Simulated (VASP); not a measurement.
Set up this calculation in VASP 6.6.1, as the native input.

```yaml
Task: single point
Functional: PBE
Potentials_or_basis: VASP PAW PBE potentials, release 64 (Bi_d, Te)
Cutoff: 520 eV
k_mesh: 12 × 12 × 12
Occupations: gaussian, width 0.15 eV
Spin: no spin polarisation
Dipole_correction: no
Further_INCAR_settings: ALGO = Normal; EDIFF = 1e-06; NBANDS = 18
```

The structure of BiTe lies in POSCAR:

```
BiTe
1.0
    2.3863671562      1.3777697200      3.4168107131
   -2.3863671562      1.3777697200      3.4168107131
    0.0000000000     -2.7555394400      3.4168107131
Bi Te
1 1
Direct
    0.5000000000      0.5000000000      0.5000000000
    0.0000000000      0.0000000000      0.0000000000
```

This cell differs from its parent crystal: strain -0.015 along x and y, +0.030 along z.

One way to write it, as run:

INCAR

```
  PREC = Accurate
  ENCUT = 520
  EDIFF = 1E-6
  ISMEAR = 0
  SIGMA = 0.15
  LREAL = F
  LASPH = T
  NELM = 100
  ALGO = Normal
  ISIF = 2
  LWAVE = F
  LCHARG = F
  GGA = PE
  NBANDS = 18
```

KPOINTS

```
regular mesh
0
Gamma
  12 12 12
```

Potentials or basis: VASP PAW PBE potentials, release 64 (Bi_d, Te).

Command:

```sh
$ cat potpaw_PBE.64/Bi_d/POTCAR potpaw_PBE.64/Te/POTCAR > POTCAR
$ mpirun -np 1 vasp_std > vasp.out
```

It gave:

| Item | Value |
| --- | --- |
| Pressure | 0.4 GPa |

Caveat: the cell differs from its parent crystal (strain -0.015 along x and y, +0.030 along z).

It took 2.4 min on 1 thread of Intel(R) Xeon(R) Platinum 8488C (Sapphire Rapids), on a shared host, peak memory 0.37 GiB.
